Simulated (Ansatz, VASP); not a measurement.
# W4S9 in VASP and in Ansatz

```
W S
1.0
     3.18775    5.52134    0.00000
     6.37549    0.00000    0.00000
     3.18775    1.84045   -7.47444
W S
4 9
Cartesian
  3.2794 1.7869 -7.4237
  6.5216 1.7877 -7.4251
  4.9003 4.5321 -7.3806
  8.0876 4.5002 -7.4249
  6.5050 3.6056 -5.8271
  9.6705 3.6055 -5.8266
  8.0895 6.3718 -5.9346
  11.2756 6.3855 -5.8267
  3.2822 1.7855 -1.5080
  6.5182 1.7848 -1.5064
  4.9001 4.5322 -1.4954
  8.0885 4.5046 -1.5066
  8.1001 6.3667 -3.9923
```

Alike in both runs: functional PBE; k mesh 3 × 3 × 3; occupations gaussian, width 0.02 eV; no spin polarisation.

Ansatz relaxed the structure, and its values are those at the end. VASP's run is a single point on that final structure, the one shown.

|  | VASP | Ansatz |
| --- | --- | --- |
| version | VASP 6.6.1 | Ansatz 0.2.0 |
| potentials or method | VASP PAW PBE potentials, release 64 (W_sv, S), cutoff 520 eV | scalar-relativistic, plane waves, PAW |
| valence electrons in the cell | 110 | 110 |

Ansatz gave:

| Property | Result |
| --- | --- |
| gap on the k mesh at the Fermi level (eV) | 1.43 |
| least direct gap on the mesh (eV) | 1.43 |
| rms of the force components (eV/Å) | 0.002 |

Task: What did VASP give for the same quantities?

Result: gap on the k mesh at the Fermi level (eV): 1.44; least direct gap on the mesh (eV): 1.44; rms of the force components (eV/Å): 0.040.

Spin-orbit coupling is off throughout.
